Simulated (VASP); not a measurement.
A run of VASP 6.6.1:

Contents of INCAR:

```
PREC = Accurate ; ENCUT = 600
EDIFF = 1E-6 ; ISMEAR = 0
SIGMA = 0.01 ; LREAL = F
LASPH = T ; NELM = 100
ALGO = Normal ; ISIF = 3
LWAVE = F ; LCHARG = F
IBRION = 2 ; NSW = 100
EDIFFG = -0.002 ; PSTRESS = -20.0
```

KPOINTS

```
regular mesh
0
Gamma
  8 8 8
```

The input POSCAR:

```
CdS
1.0
    2.8782623155      2.8782623155      0.0000000000
   -2.8782623155      2.8782623155      0.0000000000
    0.0000000000      2.8782623155      2.8782623155
Cd S
1 1
Direct
    0.0000000000      0.0000000000      0.0000000000
    0.7500000000      0.2500000000      0.5000000000
```

Potentials or basis: VASP PAW LDA potentials, release 64 (Cd, S).

The run is started by

```console
$ cat potpaw_LDA.64/Cd/POTCAR potpaw_LDA.64/S/POTCAR > POTCAR
$ mpirun -np 1 vasp_std > vasp.out
```

Hardware: 1 thread of Intel(R) Xeon(R) 6975P-C (Granite Rapids), on a shared host.

Q: How long does it take, and how much memory?

A: Run time: 35 s on 1 thread of Intel(R) Xeon(R) 6975P-C (Granite Rapids), on a shared host, peak memory 0.19 GiB. Counts: scf iterations 48, k points 29, ion steps 8.
